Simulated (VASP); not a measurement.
Write the native input for VASP 6.6.1 that does the following.

* Task: single point
* Functional: r2SCAN
* Potentials or basis: VASP PAW PBE potentials, release 64 (Na_pv, F)
* Cutoff: 520 eV
* k mesh: 4 × 4 × 4
* Occupations: gaussian, width 0.02 eV
* Spin: no spin polarisation
* Dipole correction: no
* Further INCAR settings: ALGO = Normal; EDIFF = 1e-07; NBANDS = 54

Crystal: NaF.

```
Na F
1.0
     6.30944    0.00000    0.00000
     0.00000    6.30944    0.00000
     0.00000    0.00000    6.30944
Na F
6 6
Direct
  0.75000 0.50000 0.00000
  0.50000 0.00000 0.75000
  0.00000 0.75000 0.50000
  0.00000 0.25000 0.50000
  0.25000 0.50000 0.00000
  0.50000 0.00000 0.25000
  0.50000 0.75000 0.00000
  0.75000 0.00000 0.50000
  0.00000 0.50000 0.75000
  0.25000 0.00000 0.50000
  0.00000 0.50000 0.25000
  0.50000 0.25000 0.00000
```

The input as run:

POSCAR

```
NaF
1.0
    6.3094409000      0.0000000000      0.0000000000
    0.0000000000      6.3094409000      0.0000000000
    0.0000000000      0.0000000000      6.3094409000
Na F
6 6
Direct
    0.7500000000      0.5000000000      0.0000000000
    0.5000000000      0.0000000000      0.7500000000
    0.0000000000      0.7500000000      0.5000000000
    0.0000000000      0.2500000000      0.5000000000
    0.2500000000      0.5000000000      0.0000000000
    0.5000000000      0.0000000000      0.2500000000
    0.5000000000      0.7500000000      0.0000000000
    0.7500000000      0.0000000000      0.5000000000
    0.0000000000      0.5000000000      0.7500000000
    0.2500000000      0.0000000000      0.5000000000
    0.0000000000      0.5000000000      0.2500000000
    0.5000000000      0.2500000000      0.0000000000
```

INCAR.step1

```
SYSTEM = NaF
PREC = Accurate ; ENCUT = 520
ISMEAR = 0 ; SIGMA = 0.02
LREAL = .False. ; LASPH = .True.
NELM = 60 ; NBANDS = 54
GGA = PE ; ALGO = Normal
EDIFF = 1E-4 ; LWAVE = .True.
LCHARG = .False.
```

INCAR.step2

```
SYSTEM = NaF
PREC = Accurate ; ENCUT = 520
EDIFF = 1E-7 ; ISMEAR = 0
SIGMA = 0.02 ; LREAL = .False.
LASPH = .True. ; NELM = 60
ALGO = Normal ; ISIF = 2
LWAVE = .False. ; LCHARG = .True.
METAGGA = R2SCAN ; LMIXTAU = .True.
LELF = .True. ; LVHAR = .True.
NBANDS = 54 ; ISTART = 1
```

KPOINTS

```
Automatic mesh
0
Gamma
  4 4 4
  0 0 0
```

Potentials or basis: VASP PAW PBE potentials, release 64 (Na_pv, F).

Command:

```bash
$ cat potpaw_PBE.64/Na_pv/POTCAR potpaw_PBE.64/F/POTCAR > POTCAR
$ cp INCAR.step1 INCAR
$ mpirun -np 1 vasp_std > vasp.out
$ cp INCAR.step2 INCAR
$ mpirun -np 1 vasp_std > vasp.out
```

It gave:

* Pressure: -1.6 GPa
* Band gap on the k mesh: 5.83 eV, direct

Caveat: the PAW data sets were made with another functional, which shifts forces and pressure a little.

Wall time 9.6 min on 1 thread of Intel Xeon 6975P-C (shared host), peak memory 0.4 GiB.
